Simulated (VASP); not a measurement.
Input of a VASP 6.6.1 run:

The input INCAR:

```
  ALGO = Normal
  EDIFF = 1E-7
  ENCUT = 520
  GGA = PE
  ISIF = 2
  ISMEAR = 0
  LASPH = True
  LCHARG = False
  LREAL = False
  LWAVE = False
  NBANDS = 16
  NELM = 80
  PREC = Accurate
  SIGMA = 0.01
```

KPOINTS

```
k-points
0
Gamma
  4 4 4
```

Contents of POSCAR:

```
GaP
1.0
    0.0000000000      2.7253992874      2.7799072732
    2.7253992874      0.0000000000      2.7799072732
    2.7253992874      2.7253992874      0.0000000000
Ga P
1 1
Direct
    0.0000000000      0.0000000000      0.0000000000
    0.2500000000      0.2500000000      0.2500000000
```

Potentials or basis: VASP PAW PBE potentials, release 64 (Ga_d, P).

Run with:

```bash
$ cat potpaw_PBE.64/Ga_d/POTCAR potpaw_PBE.64/P/POTCAR > POTCAR
$ mpirun -np 1 vasp_std > vasp.out
```

Task: Predict the band gap on the k mesh.

Result: 1.55 eV, indirect (least direct gap 1.61 eV).

Task: What does it give for the pressure?

Result: 1.2 GPa.

Stress tensor (GPa, compression positive):
```
1.69 0.00 0.00
0.00 1.69 0.00
0.00 0.00 0.17
```

Caveat: the k points lie up to 0.50 Å⁻¹ apart; the cell differs from its parent crystal (uniaxial z strain +2.0%). A k mesh can miss the band edges.
